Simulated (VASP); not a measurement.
# Co (P6_3/mmc) in VASP: single point with LDA

Aim: the single point of Co with LDA.

All numbers are computed with VASP 6.6.1; they aren't measurements. Logs are shortened: lines on timing, memory, paths and dates and some standing lists are left out, and cuts for length are marked.

## 1. The cell of the first run

It takes space group P6_3/mmc (No. 194, hexagonal). Conventional cell: a = 2.430 Å, b = 2.430 Å, c = 3.918 Å, α = 90.00°, β = 90.00°, γ = 120.00°. Co (site symmetry -6m2) has 12 Co at 2.41 to 2.43 Å within 3.2 Å.

## 2. Single point, LDA, collinear spin, ferromagnetic start

INCAR

```
SYSTEM = Co
  ALGO = Normal
  EDIFF = 1E-7
  ENCUT = 520
  ISIF = 2
  ISMEAR = -1
  ISPIN = 2
  LASPH = .TRUE.
  LCHARG = .FALSE.
  LMAXMIX = 4
  LORBIT = 11
  LREAL = .FALSE.
  LWAVE = .FALSE.
  MAGMOM = 1.7 1.7
  NBANDS = 20
  NELM = 150
  PREC = Accurate
  SIGMA = 0.05
```

KPOINTS

```
k-points
0
G
  20 20 11
  0 0 0
```

POSCAR

```
Co
1.0
    2.4295452198      0.0000000000      0.0000000000
   -1.2147726099      2.1040478800      0.0000000000
    0.0000000000      0.0000000000      3.9181164580
Co
2
Direct
    0.3333333333      0.6666666667      0.2500000000
    0.6666666667      0.3333333333      0.7500000000
```

Potentials or basis: VASP PAW LDA potentials, release 64 (Co).

On the command line:

```bash
cat potpaw_LDA.64/Co/POTCAR > POTCAR
mpirun -np 1 vasp_std > vasp.out
```

OUTCAR:

```text
SYSTEM = Co
   EDIFF = 1E-7
   ENCUT = 520
   ISIF = 2
   ISMEAR = -1
   ISPIN = 2
   LASPH = .TRUE.
   LORBIT = 11
   LREAL = .FALSE.
   NELM = 150
   PREC = Accurate

 ion  position               nearest neighbor table
   1  0.333  0.667  0.250-   2 2.41   2 2.41   2 2.41   2 2.41   2 2.41   2 2.41
   2  0.667  0.333  0.750-   1 2.41   1 2.41   1 2.41   1 2.41   1 2.41   1 2.41

  LATTYP: Found a hexagonal cell.
 ALAT       =     2.4295452198
 C/A-ratio  =     1.6126954238

  Lattice vectors:

 A1 = (   2.4295452198,   0.0000000000,   0.0000000000)
 A2 = (  -1.2147726099,   2.1040478800,   0.0000000000)
 A3 = (   0.0000000000,   0.0000000000,   3.9181164580)

Analysis of symmetry for initial positions (statically):
=====================================================================
 Subroutine PRICEL returns:
 Original cell was already a primitive cell.

 Routine SETGRP: Setting up the symmetry group for a
 hexagonal supercell.

 Subroutine GETGRP returns: Found 24 space group operations
 (whereof 12 operations were pure point group operations)
 out of a pool of 24 trial point group operations.

The static configuration has the point symmetry D_3d.
 The point group associated with its full space group is D_6h.

Analysis of symmetry for dynamics (positions and initial velocities):
=====================================================================
 Subroutine PRICEL returns:
 Original cell was already a primitive cell.

 Routine SETGRP: Setting up the symmetry group for a
 hexagonal supercell.

 Subroutine GETGRP returns: Found 24 space group operations
 (whereof 12 operations were pure point group operations)
 out of a pool of 24 trial point group operations.

The dynamic configuration has the point symmetry D_3d.
 The point group associated with its full space group is D_6h.

Analysis of structural, dynamic, and magnetic symmetry:
=====================================================================
 Subroutine PRICEL returns:
 Original cell was already a primitive cell.

 Routine SETGRP: Setting up the symmetry group for a
 hexagonal supercell.

 Subroutine GETGRP returns: Found 24 space group operations
 (whereof 12 operations were pure point group operations)
 out of a pool of 24 trial point group operations.

The overall configuration has the point symmetry D_3d.
 The point group associated with its full space group is D_6h.

 Subroutine INISYM returns: Found 24 space group operations
 (whereof 12 operations are pure point group operations),
 and found     1 'primitive' translations

----------------------------------------------------------------------------------------

                                     Primitive cell

  volume of cell :      20.0289

  direct lattice vectors                    reciprocal lattice vectors
     2.429545220  0.000000000  0.000000000     0.411599666  0.237637178  0.000000000
    -1.214772610  2.104047880  0.000000000     0.000000000  0.475274355  0.000000000
     0.000000000  0.000000000  3.918116458     0.000000000  0.000000000  0.255224675

  length of vectors
     2.429545220  2.429545220  3.918116458     0.475274355  0.475274355  0.255224675

  position of ions in fractional coordinates (direct lattice)
     0.333333333  0.666666667  0.250000000
     0.666666667  0.333333333  0.750000000

  ion indices of the primitive-cell ions
   primitive index   ion index
                 1           1
                 2           2

----------------------------------------------------------------------------------------

 KPOINTS: k-points

Automatic generation of k-mesh.
 Grid dimensions read from file:
 generate k-points for:   20   20   11

 Generating k-lattice:

  Cartesian coordinates                     Fractional coordinates (reciprocal lattice)
     0.020579983  0.011881859  0.000000000     0.050000000  0.000000000  0.000000000
     0.000000000  0.023763718  0.000000000     0.000000000  0.050000000  0.000000000
     0.000000000  0.000000000  0.023202243     0.000000000  0.000000000  0.090909091

  Length of vectors
     0.023763718  0.023763718  0.023202243

  Shift w.r.t. Gamma in fractional coordinates (k-lattice)
     0.000000000  0.000000000  0.000000000

 Subroutine IBZKPT returns following result:
 ===========================================

 Found    264 irreducible k-points:

 Following reciprocal coordinates:
            Coordinates               Weight
  0.000000  0.000000  0.000000      1.000000
  0.050000 -0.000000  0.000000      6.000000
  0.100000  0.000000  0.000000      6.000000
  0.150000  0.000000  0.000000      6.000000
  0.200000  0.000000  0.000000      6.000000
  0.250000 -0.000000  0.000000      6.000000
[... 16 lines left out ...]
  0.200000  0.100000  0.000000     12.000000
  0.250000  0.100000  0.000000     12.000000
 [... further k-points ...]
   k-points           NKPTS =    264   k-points in BZ     NKDIM =    264   number of bands    NBANDS=     20
   number of dos      NEDOS =    301   number of ions     NIONS =      2
   total plane-waves  NPLWV =   9720
   dimension x,y,z NGX =    18 NGY =   18 NGZ =   30
   dimension x,y,z NGXF=    36 NGYF=   36 NGZF=   60
   ions per type =               2
   NGX,Y,Z   is equivalent  to a cutoff of  12.32, 12.32, 12.73 a.u.
   NGXF,Y,Z  is equivalent  to a cutoff of  24.63, 24.63, 25.46 a.u.
 SYSTEM =  Co
   PREC   = accura    normal or accurate (medium, high low for compatibility)
   ISTART =      0    job   : 0-new  1-cont  2-samecut
   ICHARG =      2    charge: 1-file 2-atom 10-const
   ISPIN  =      2    spin polarized calculation?
   LNONCOLLINEAR =      F non collinear calculations
   LSORBIT =      F    spin-orbit coupling
   LASPH  =      T    aspherical Exc in radial PAW
   ENCUT  =  520.0 eV  38.22 Ry    6.18 a.u.   4.52  4.52  7.29*2*pi/ulx,y,z
   NELM   =    150;   NELMIN=  2; NELMDL= -5     # of ELM steps
   EDIFF  = 0.1E-06   stopping-criterion for ELM
   LREAL  =      F    real-space projection
   EDIFFG = 0.1E-05   stopping-criterion for IOM
   NSW    =      0    number of steps for IOM
   IBRION =     -1    ionic relax: 0-MD 1-quasi-New 2-CG
   NFREE  =      0    steps in history (QN), initial steepest desc. (CG)
   ISIF   =      2    stress and relaxation
   ISYM   =      2    0-nonsym 1-usesym 2-fastsym
   POTIM  = 0.5000    time-step for ionic-motion
   TEBEG  =    0.0;   TEEND  =   0.0 temperature during run
   PSTRESS=    0.0 pullay stress
   NELECT =      18.0000    total number of electrons
   NUPDOWN=      -1.0000    fix difference up-down
   EMIN   =  10.00;   EMAX   =-10.00  energy-range for DOS
   EFERMI =   0.00;   METHOD = LEGACY
   ISMEAR =    -1;   SIGMA  =   0.05  broadening in eV -4-tet -1-fermi 0-gaus
   EFERMI_NEDOS =   21; number of points for ismear=-14 and -15
   IALGO  =     38    algorithm
   IMIX   =      4    mixing-type and parameters
     AMIX     =   0.40;   BMIX     =  1.00
     AMIX_MAG =   1.60;   BMIX_MAG =  1.00
  volume/ion in A,a.u.               =      10.01        67.58
  Fermi-wavevector in a.u.,A,eV,Ry     =   1.579840  2.985464 33.958691  2.495893
  Thomas-Fermi vector in A             =   2.680158
   LORBIT       =     11    0 simple, 1 ext, 2 COOP (PROOUT), +10 PAW based schemes
   GGA     = CA    functional components
   LHFCALC =     F    Hartree Fock is set to
   AEXX    =    0.0000 exact exchange contribution
   IVDW    =     0    specifies the selected vdW correction
   LEPSILON=     F    determine dielectric tensor
   LRPA    =     F    only Hartree local field effects (RPA)
 spin polarized calculation
  energy-cutoff  :      520.00
  volume of cell :       20.03
 maximum number of plane-waves:       557
   NGX =  9   NGY =  9   NGZ = 15

 number of electron      17.9999991 magnetization       2.9733076

 Free energy of the ion-electron system (eV)
  ---------------------------------------------------
  ext. energy  EPLUGINS =         0.00000000
  ---------------------------------------------------
  free energy    TOTEN  =       -16.25791927 eV

  energy without entropy =      -16.24292128  energy(sigma->0) =      -16.25042028

 E-fermi :  11.0744     XC(G=0): -14.2142

 val. band max:       11.0703842710   @ k =   0.4000  -0.0000   0.1818
 cond. band min:      11.0757529453   @ k =   0.4000   0.1000   0.4545
 fundamental gap:      0.0053686743
 Fermi energy:        11.0744165346

 spin component 1

 k-point     1 :       0.0000    0.0000    0.0000
  band No.  band energies     occupation
      1       1.7184      1.00000
      2       5.6523      1.00000
      3       8.5287      1.00000
      4       8.5413      1.00000
      5       8.5413      1.00000
      6       8.9086      1.00000
[... 12 lines left out ...]
     19      38.3390      0.00000
     20      38.3390      0.00000
[... 507 lines left out ...]
 k-point    24 :       0.2500    0.1000    0.0000
  band No.  band energies     occupation
      1       4.8112      1.00000
      2       6.6595      1.00000
      3       7.0486      1.00000
      4       7.5604      1.00000
      5       8.4537      1.00000
      6       8.6289      1.00000
[... 12 lines left out ...]
     19      36.7528      0.00000
     20      37.8658      0.00000

 [... further k-points ...]

 spin component 2

 k-point     1 :       0.0000    0.0000    0.0000
  band No.  band energies     occupation
      1       1.9041      1.00000
      2       6.5167      1.00000
      3       9.9022      1.00000
      4       9.9041      1.00000
      5       9.9041      1.00000
      6      10.3165      1.00000
[... 12 lines left out ...]
     19      38.7686      0.00000
     20      38.7686      0.00000
[... 507 lines left out ...]
 k-point    24 :       0.2500    0.1000    0.0000
  band No.  band energies     occupation
      1       5.0945      1.00000
      2       7.7330      1.00000
      3       8.0668      1.00000
      4       8.6517      1.00000
      5       9.7945      1.00000
      6       9.9227      1.00000
[... 12 lines left out ...]
     19      37.1514      0.00000
     20      38.3182      0.00000

 [... further k-points ...]

------------------------ aborting loop because EDIFF is reached ----------------------------------------

  FORCE on cell =-STRESS in cart. coord.  units (eV):
  Direction    XX          YY          ZZ          XY          YZ          ZX
  --------------------------------------------------------------------------------------
  -------------------------------------------------------------------------------------
  Total       -0.1489197     -0.1489197     -0.1849314     -0.0000000      0.0000000      0.0000000
  in kB      -11.9125481    -11.9125481    -14.7932393     -0.0000000      0.0000000      0.0000000
  external PRESSURE =     -12.8727785 kB  Pullay stress =       0.0000000 kB

 VOLUME and BASIS-vectors are now :
 -----------------------------------------------------------------------------
  energy-cutoff  :      520.00
  volume of cell :       20.03
      direct lattice vectors                 reciprocal lattice vectors
     2.429545220  0.000000000  0.000000000     0.411599666  0.237637178  0.000000000
    -1.214772610  2.104047880  0.000000000     0.000000000  0.475274355  0.000000000
     0.000000000  0.000000000  3.918116458     0.000000000  0.000000000  0.255224675

 POSITION                                       TOTAL-FORCE (eV/Angst)
 -----------------------------------------------------------------------------------
     -0.00000      1.40270      0.97953         0.000000     -0.000000      0.000000
      1.21477      0.70135      2.93859        -0.000000      0.000000      0.000000
 -----------------------------------------------------------------------------------
    total drift:                               -0.000000      0.000000     -0.000000

  FREE ENERGIE OF THE ION-ELECTRON SYSTEM (eV)
  ---------------------------------------------------
  free  energy   TOTEN  =       -16.2579192693 eV

  energy  without entropy=      -16.2429212836  energy(sigma->0) =      -16.25042028

 total charge

# of ion       s       p       d       tot
------------------------------------------
    1        0.523   0.589   7.338   8.449
    2        0.523   0.589   7.338   8.449
--------------------------------------------------
tot          1.046   1.178  14.676  16.899

 magnetization (x)

# of ion       s       p       d       tot
------------------------------------------
    1       -0.013  -0.039   1.532   1.480
    2       -0.013  -0.039   1.532   1.480
--------------------------------------------------
tot         -0.027  -0.078   3.064   2.960
```

Wall time 2.1 min (1 thread of Intel Xeon Platinum 8375C at 2.90GHz (Ice Lake), shared host); peak memory 0.24 GiB.

Results:

```
Free energy                                           : -16.2579 eV
Pressure                                              : -1.3 GPa
Net moment                                            : 2.97 μB per cell
Site moments                                          : Co +1.48 μB
Valence electrons inside the program's atomic spheres : Co 8.45
```

Stress tensor (GPa, compression positive):
```
-1.19  0.00  0.00
 0.00 -1.19  0.00
 0.00  0.00 -1.48
```
